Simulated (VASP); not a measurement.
HfSi, 8 atoms in the cell. The structure is orthorhombic, space group Pnma (No. 62). The conventional cell has a = 6.893 Å, b = 3.799 Å, c = 5.247 Å, α = 90.00°, β = 90.00°, γ = 90.00°. Within 3.8 Å of Hf (site symmetry m) lie 7 Si at 2.71 to 2.89 Å and 10 Hf at 3.36 to 3.80 Å. Within 3.3 Å of Si (site symmetry m) lie 2 Si at 2.48 Å and 7 Hf at 2.71 to 2.89 Å. 

- Program: VASP 6.6.1
- Task: single point
- Functional: PBEsol
- Potentials or basis: VASP PAW PBE potentials, release 64 (Hf_pv, Si)
- Cutoff: 520 eV
- k mesh: 6 × 10 × 8
- Occupations: gaussian, width 0.1 eV
- Spin: no spin polarisation
- Dipole correction: no
- Further INCAR settings: ALGO = Fast; EDIFF = 1e-07; NBANDS = 38

Potentials or basis: VASP PAW PBE potentials, release 64 (Hf_pv, Si).

Run with:

```console
$ cat potpaw_PBE.64/Hf_pv/POTCAR potpaw_PBE.64/Si/POTCAR > POTCAR
$ mpirun -np 1 vasp_std > vasp.out
```

Hardware: 1 thread of Oxide Virtual Turin-like Processor (shared host).

Task: Estimate the wall time of this run.

Result: Run time: 25 min on 1 thread of Oxide Virtual Turin-like Processor, with other jobs on the host, peak memory 0.54 GiB. Counts: scf iterations 23, k points 120.
